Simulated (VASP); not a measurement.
# C (Fd-3m) in VASP: further runs

The runs below take C through single point, with PBEsol.

All numbers are computed with VASP 6.6.1; they aren't measurements. Logs are shortened: lines on timing, memory, paths and dates and some standing lists are left out, and cuts for length are marked.

## (1) The cell of the first run

Symmetry: Fd-3m, No. 227, cubic system. The conventional cell has a = 3.537 Å, b = 3.537 Å, c = 3.537 Å, α = 90.00°, β = 90.00°, γ = 90.00°. C (site symmetry -43m) has 4 C at 1.53 Å within 2.0 Å.

## (2) Single point, PBEsol

File INCAR:

```
PREC = Accurate
ENCUT = 600
EDIFF = 1E-6
ISMEAR = 0
SIGMA = 0.01
LREAL = F
LASPH = T
NELM = 120
ALGO = Normal
ISIF = 2
LWAVE = F
LCHARG = T
GGA = PS
LELF = T
LVHAR = T
NBANDS = 11
GGA_COMPAT = F
```

File KPOINTS:

```
Automatic mesh
0
Gamma
  9 9 9
```

File POSCAR:

```
C
1.0
    0.0000000000      1.7683829889      1.7683829889
    1.7683829889      0.0000000000      1.7683829889
    1.7683829889      1.7683829889      0.0000000000
C
2
Direct
    0.0000000000      0.0000000000      0.0000000000
    0.2500000000      0.2500000000      0.2500000000
```

Potentials or basis: VASP PAW PBE potentials, release 64 (C).

Started as:

```console
$ cat potpaw_PBE.64/C/POTCAR > POTCAR
$ mpirun -np 1 vasp_std > vasp.out
```

OUTCAR:

```text
PREC = Accurate
   ENCUT = 600
   EDIFF = 1E-6
   ISMEAR = 0
   LREAL = F
   LASPH = T
   NELM = 120
   ISIF = 2
   GGA = PS

 ion  position               nearest neighbor table
   1  0.000  0.000  0.000-   2 1.53   2 1.53   2 1.53   2 1.53
   2  0.250  0.250  0.250-   1 1.53   1 1.53   1 1.53   1 1.53

  LATTYP: Found a face centered cubic cell.
 ALAT       =     3.5367659778

  Lattice vectors:

 A1 = (   0.0000000000,   1.7683829889,   1.7683829889)
 A2 = (   1.7683829889,   0.0000000000,   1.7683829889)
 A3 = (   1.7683829889,   1.7683829889,   0.0000000000)

Analysis of symmetry for initial positions (statically):
=====================================================================
 Subroutine PRICEL returns:
 Original cell was already a primitive cell.

 Routine SETGRP: Setting up the symmetry group for a
 face centered cubic supercell.

 Subroutine GETGRP returns: Found 48 space group operations
 (whereof 24 operations were pure point group operations)
 out of a pool of 48 trial point group operations.

The static configuration has the point symmetry T_d .
 The point group associated with its full space group is O_h .

Analysis of symmetry for dynamics (positions and initial velocities):
=====================================================================
 Subroutine PRICEL returns:
 Original cell was already a primitive cell.

 Routine SETGRP: Setting up the symmetry group for a
 face centered cubic supercell.

 Subroutine GETGRP returns: Found 48 space group operations
 (whereof 24 operations were pure point group operations)
 out of a pool of 48 trial point group operations.

The dynamic configuration has the point symmetry T_d .
 The point group associated with its full space group is O_h .

 Subroutine INISYM returns: Found 48 space group operations
 (whereof 24 operations are pure point group operations),
 and found     1 'primitive' translations

----------------------------------------------------------------------------------------

                                     Primitive cell

  volume of cell :      11.0601

  direct lattice vectors                    reciprocal lattice vectors
     0.000000000  1.768382989  1.768382989    -0.282744181  0.282744181  0.282744181
     1.768382989  0.000000000  1.768382989     0.282744181 -0.282744181  0.282744181
     1.768382989  1.768382989  0.000000000     0.282744181  0.282744181 -0.282744181

  length of vectors
     2.500871206  2.500871206  2.500871206     0.489727287  0.489727287  0.489727287

  position of ions in fractional coordinates (direct lattice)
     0.000000000  0.000000000  0.000000000
     0.250000000  0.250000000  0.250000000

  ion indices of the primitive-cell ions
   primitive index   ion index
                 1           1
                 2           2

----------------------------------------------------------------------------------------

 KPOINTS: Automatic mesh

Automatic generation of k-mesh.
 Grid dimensions read from file:
 generate k-points for:    9    9    9

 Generating k-lattice:

  Cartesian coordinates                     Fractional coordinates (reciprocal lattice)
    -0.031416020  0.031416020  0.031416020     0.111111111  0.000000000  0.000000000
     0.031416020 -0.031416020  0.031416020     0.000000000  0.111111111  0.000000000
     0.031416020  0.031416020 -0.031416020     0.000000000  0.000000000  0.111111111

  Length of vectors
     0.054414143  0.054414143  0.054414143

  Shift w.r.t. Gamma in fractional coordinates (k-lattice)
     0.000000000  0.000000000  0.000000000

 Subroutine IBZKPT returns following result:
 ===========================================

 Found     35 irreducible k-points:

 Following reciprocal coordinates:
            Coordinates               Weight
  0.000000  0.000000  0.000000      1.000000
  0.111111  0.000000  0.000000      8.000000
  0.222222  0.000000  0.000000      8.000000
  0.333333  0.000000  0.000000      8.000000
  0.444444  0.000000  0.000000      8.000000
  0.111111  0.111111  0.000000      6.000000
[... 16 lines left out ...]
 -0.333333  0.333333  0.000000     12.000000
  0.444444  0.444444  0.000000      6.000000
 [... further k-points ...]
   k-points           NKPTS =     35   k-points in BZ     NKDIM =     35   number of bands    NBANDS=     11
   number of dos      NEDOS =    301   number of ions     NIONS =      2
   total plane-waves  NPLWV =   8000
   dimension x,y,z NGX =    20 NGY =   20 NGZ =   20
   dimension x,y,z NGXF=    40 NGYF=   40 NGZF=   40
   ions per type =               2
   NGX,Y,Z   is equivalent  to a cutoff of  13.30, 13.30, 13.30 a.u.
   NGXF,Y,Z  is equivalent  to a cutoff of  26.59, 26.59, 26.59 a.u.
 SYSTEM =  unknown system
   PREC   = accura    normal or accurate (medium, high low for compatibility)
   ISTART =      0    job   : 0-new  1-cont  2-samecut
   ICHARG =      2    charge: 1-file 2-atom 10-const
   ISPIN  =      1    spin polarized calculation?
   LNONCOLLINEAR =      F non collinear calculations
   LSORBIT =      F    spin-orbit coupling
   LASPH  =      T    aspherical Exc in radial PAW
   ENCUT  =  600.0 eV  44.10 Ry    6.64 a.u.   4.99  4.99  4.99*2*pi/ulx,y,z
   NELM   =    120;   NELMIN=  2; NELMDL= -5     # of ELM steps
   EDIFF  = 0.1E-05   stopping-criterion for ELM
   LREAL  =      F    real-space projection
   EDIFFG = 0.1E-04   stopping-criterion for IOM
   NSW    =      0    number of steps for IOM
   IBRION =     -1    ionic relax: 0-MD 1-quasi-New 2-CG
   NFREE  =      0    steps in history (QN), initial steepest desc. (CG)
   ISIF   =      2    stress and relaxation
   ISYM   =      2    0-nonsym 1-usesym 2-fastsym
   POTIM  = 0.5000    time-step for ionic-motion
   TEBEG  =    0.0;   TEEND  =   0.0 temperature during run
   PSTRESS=    0.0 pullay stress
   NELECT =       8.0000    total number of electrons
   NUPDOWN=      -1.0000    fix difference up-down
   EMIN   =  10.00;   EMAX   =-10.00  energy-range for DOS
   EFERMI =   0.00;   METHOD = LEGACY
   ISMEAR =     0;   SIGMA  =   0.01  broadening in eV -4-tet -1-fermi 0-gaus
   EFERMI_NEDOS =   21; number of points for ismear=-14 and -15
   IALGO  =     38    algorithm
   IMIX   =      4    mixing-type and parameters
     AMIX     =   0.40;   BMIX     =  1.00
     AMIX_MAG =   1.60;   BMIX_MAG =  1.00
  volume/ion in A,a.u.               =       5.53        37.32
  Fermi-wavevector in a.u.,A,eV,Ry     =   1.469553  2.777052 29.382940  2.159585
  Thomas-Fermi vector in A             =   2.584916
   LORBIT       =      0    0 simple, 1 ext, 2 COOP (PROOUT), +10 PAW based schemes
   GGA     = PS    functional components
   LHFCALC =     F    Hartree Fock is set to
   AEXX    =    0.0000 exact exchange contribution
   IVDW    =     0    specifies the selected vdW correction
   LEPSILON=     F    determine dielectric tensor
   LRPA    =     F    only Hartree local field effects (RPA)
 non-spin polarized calculation
 Gauss-broadening in eV      SIGMA  =   0.01
  energy-cutoff  :      600.00
  volume of cell :       11.06
 maximum number of plane-waves:       378
   NGX =  9   NGY =  9   NGZ =  9

 number of electron       7.9999999 magnetization

 Free energy of the ion-electron system (eV)
  ---------------------------------------------------
  ext. energy  EPLUGINS =         0.00000000
  ---------------------------------------------------
  free energy    TOTEN  =       -19.24940808 eV

  energy without entropy =      -19.24940808  energy(sigma->0) =      -19.24940808

 E-fermi :  10.2276     XC(G=0): -13.5581

 val. band max:       10.0777403416   @ k =   0.0000   0.0000   0.0000
 cond. band min:      14.1724095734   @ k =   0.3333   0.3333   0.0000
 fundamental gap:      4.0946692318
 Fermi energy:        10.2276106053

 k-point     1 :       0.0000    0.0000    0.0000
  band No.  band energies     occupation
      1     -11.7869      2.00000
      2      10.0777      2.00000
      3      10.0777      2.00000
      4      10.0777      2.00000
      5      15.6868      0.00000
      6      15.6868      0.00000
      7      15.6868      0.00000
      8      24.0273      0.00000
      9      29.3657      0.00000
     10      36.8291      0.00000
     11      36.8291      0.00000

 k-point     2 :       0.1111    0.0000    0.0000
  band No.  band energies     occupation
      1     -11.4386      2.00000
      2       8.0286      2.00000
      3       9.5224      2.00000
      4       9.5224      2.00000
      5      16.4149      0.00000
      6      16.4149      0.00000
      7      16.8403      0.00000
      8      24.2642      0.00000
      9      29.9140      0.00000
     10      33.8893      0.00000
     11      33.8893      0.00000

 k-point     3 :       0.2222    0.0000    0.0000
  band No.  band energies     occupation
      1     -10.4005      2.00000
      2       4.3040      2.00000
      3       8.5133      2.00000
      4       8.5133      2.00000
      5      17.6834      0.00000
      6      17.6834      0.00000
      7      18.1925      0.00000
      8      24.8839      0.00000
      9      30.7269      0.00000
     10      32.4949      0.00000
     11      32.4949      0.00000

 k-point     4 :       0.3333    0.0000    0.0000
  band No.  band energies     occupation
      1      -8.7044      2.00000
      2       0.4924      2.00000
      3       7.6911      2.00000
      4       7.6911      2.00000
      5      18.4119      0.00000
      6      18.4119      0.00000
      7      18.9231      0.00000
      8      25.5108      0.00000
      9      31.1244      0.00000
     10      33.3827      0.00000
     11      33.3827      0.00000

 k-point     5 :       0.4444    0.0000    0.0000
  band No.  band energies     occupation
      1      -6.5157      2.00000
      2      -2.8227      2.00000
      3       7.2558      2.00000
      4       7.2558      2.00000
      5      18.5625      0.00000
      6      18.5625      0.00000
      7      19.2271      0.00000
      8      25.7697      0.00000
      9      31.8705      0.00000
     10      34.7812      0.00000
     11      35.6524      0.00000
[... 211 lines left out ...]
 k-point    21 :       0.4444    0.3333    0.0000
  band No.  band energies     occupation
      1      -6.0446      2.00000
      2       0.7767      2.00000
      3       3.1840      2.00000
      4       4.2245      2.00000
      5      14.8787      0.00000
      6      17.4068      0.00000
      7      25.2701      0.00000
      8      25.4312      0.00000
      9      32.4310      0.00000
     10      33.3878      0.00000
     11      41.1353      0.00000

 k-point    22 :      -0.4444    0.3333    0.0000
  band No.  band energies     occupation
      1      -3.9895      2.00000
      2      -1.2486      2.00000
      3       1.2365      2.00000
      4       4.4551      2.00000
      5      15.5577      0.00000
      6      20.0343      0.00000
      7      24.7933      0.00000
      8      25.6831      0.00000
      9      30.0715      0.00000
     10      34.4202      0.00000
     11      37.2934      0.00000

 k-point    23 :      -0.3333    0.3333    0.0000
  band No.  band energies     occupation
      1      -4.1564      2.00000
      2      -1.0281      2.00000
      3       0.3743      2.00000
      4       5.2473      2.00000
      5      16.3638      0.00000
      6      23.2161      0.00000
      7      23.8455      0.00000
      8      25.4372      0.00000
      9      27.0530      0.00000
     10      33.8524      0.00000
     11      35.2061      0.00000

 k-point    24 :       0.4444    0.4444    0.0000
  band No.  band energies     occupation
      1      -4.6402      2.00000
      2      -1.0104      2.00000
      3       3.6989      2.00000
      4       3.6989      2.00000
      5      14.3250      0.00000
      6      15.4095      0.00000
      7      26.8641      0.00000
      8      26.8641      0.00000
      9      33.1870      0.00000
     10      33.8493      0.00000
     11      43.0965      0.00000

 [... further k-points ...]
[... 5 lines left out ...]
  --------------------------------------------------------------------------------------
  -------------------------------------------------------------------------------------
  Total        0.4943134      0.4943134      0.4943134      0.0000000      0.0000000      0.0000000
  in kB       71.6067544     71.6067544     71.6067544      0.0000000      0.0000000      0.0000000
  external PRESSURE =      71.6067544 kB  Pullay stress =       0.0000000 kB

 VOLUME and BASIS-vectors are now :
 -----------------------------------------------------------------------------
  energy-cutoff  :      600.00
  volume of cell :       11.06
      direct lattice vectors                 reciprocal lattice vectors
     0.000000000  1.768382989  1.768382989    -0.282744181  0.282744181  0.282744181
     1.768382989  0.000000000  1.768382989     0.282744181 -0.282744181  0.282744181
     1.768382989  1.768382989  0.000000000     0.282744181  0.282744181 -0.282744181

 POSITION                                       TOTAL-FORCE (eV/Angst)
 -----------------------------------------------------------------------------------
      0.00000      0.00000      0.00000         0.000000      0.000000      0.000000
      0.88419      0.88419      0.88419        -0.000000     -0.000000     -0.000000
 -----------------------------------------------------------------------------------
    total drift:                                0.000000      0.000000      0.000000

  FREE ENERGIE OF THE ION-ELECTRON SYSTEM (eV)
  ---------------------------------------------------
  free  energy   TOTEN  =       -19.2494080822 eV

  energy  without entropy=      -19.2494080822  energy(sigma->0) =      -19.24940808
```

It took 8.5 s on 1 thread of Intel Xeon 8259CL, shared host; peak memory 0.12 GiB.

What came out:

| Quantity | Value |
| --- | --- |
| Free energy | -19.2494 eV |
| Pressure | 7.2 GPa |
| Band gap on the k mesh | 4.09 eV, indirect (least direct gap 5.61 eV) |

Levels at points of the mesh, in eV from the valence-band top:
| k point | band 1 | band 2 | band 3 | band 4 | band 5 | band 6 | band 7 | band 8 | band 9 |
| --- | --- | --- | --- | --- | --- | --- | --- | --- | --- |
| (0.00, 0.00, 0.00) | -21.86 | 0.00 | 0.00 | 0.00 | 5.61 | 5.61 | 5.61 | 13.95 | 19.29 |

Caveat: the PAW data sets were made with another functional, which shifts forces and pressure a little. A k mesh can miss the band edges.

[end of part 1 of 2]
